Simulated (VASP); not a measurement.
A run of VASP 6.6.1 is set up as follows.

File INCAR:

```
PREC     = Accurate       # precision mode
ENCUT    = 520            # plane-wave cutoff, eV
EDIFF    = 1E-6           # SCF threshold, eV
ISMEAR   = -1             # smearing method
SIGMA    = 0.1            # smearing width, eV
LREAL    = False          # projectors in reciprocal space
LASPH    = True           # aspherical terms in the spheres
NELM     = 100            # most SCF steps
ALGO     = Normal         # electronic algorithm
ISIF     = 2              # what is computed and relaxed
LWAVE    = False          # write WAVECAR
LCHARG   = False          # write CHGCAR
GGA      = PS             # functional
NBANDS   = 11             # bands
```

File KPOINTS:

```
regular mesh
0
Gamma
  15 15 15
```

The input POSCAR:

```
Pd
1.0
   -1.5722810000      1.5722810000      1.5408353800
    1.5722810000     -1.5722810000      1.5408353800
    1.5722810000      1.5722810000     -1.5408353800
Pd
1
Direct
    0.0000000000      0.0000000000      0.0000000000
```

Potentials or basis: VASP PAW PBE potentials, release 64 (Pd).

Command:

```console
$ cat potpaw_PBE.64/Pd/POTCAR > POTCAR
$ mpirun -np 1 vasp_std > vasp.out
```

**Question.** What does it give for the pressure?

**Answer.** -7.0 GPa.

**Question.** What does it give for the band gap on the k mesh?

**Answer.** Zero (band 5 reaches 9.61 eV, above the bottom of band 6 at 8.13 eV).

Stress tensor (GPa, compression positive):
```
-6.79  0.00  0.00
 0.00 -6.79  0.00
 0.00  0.00 -7.37
```

Caveat: the PAW data sets were made with another functional, which shifts forces and pressure a little.
